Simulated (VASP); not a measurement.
CuI, 2 atoms in the cell. The structure is cubic, space group Fm-3m (No. 225). Conventional cell: a = 5.712 Å, b = 5.712 Å, c = 5.712 Å, α = 90.00°, β = 90.00°, γ = 90.00°. Within 3.8 Å of Cu (site symmetry m-3m) lie 6 I at 2.86 Å. Within 3.8 Å of I (site symmetry m-3m) lie 6 Cu at 2.86 Å. 

```yaml
Program: VASP 6.6.1
Task: single point
Functional: PBE-based screened hybrid
Potentials_or_basis: VASP PAW PBE potentials, release 64 (Cu, I)
Cutoff: 520 eV
k_mesh: 4 × 4 × 4
Occupations: fermi-dirac, width 0.02 eV
Spin: no spin polarisation
Dipole_correction: no
Grid_for_exact_exchange_PRECFOCK: Normal
Share_of_exact_exchange: 0.5
Further_INCAR_settings: ALGO = Normal; EDIFF = 1e-06; NBANDS = 16
Screening_parameter: 0.5 1/Å
```

Potentials or basis: VASP PAW PBE potentials, release 64 (Cu, I).

Launch:

```console
$ cat potpaw_PBE.64/Cu/POTCAR potpaw_PBE.64/I/POTCAR > POTCAR
$ cp INCAR.step1 INCAR
$ mpirun -np 1 vasp_std > vasp.out
$ cp INCAR.step2 INCAR
$ mpirun -np 1 vasp_std > vasp.out
```

Hardware: 1 thread of Intel(R) Xeon(R) Platinum 8375C CPU @ 2.90GHz (Ice Lake), on a shared host.

How long does it take, and how much memory?

Wall time 7.7 min on 1 thread of Intel(R) Xeon(R) Platinum 8375C CPU @ 2.90GHz (Ice Lake), with other jobs on the host, peak memory 0.28 GiB. Counts: k points 8.
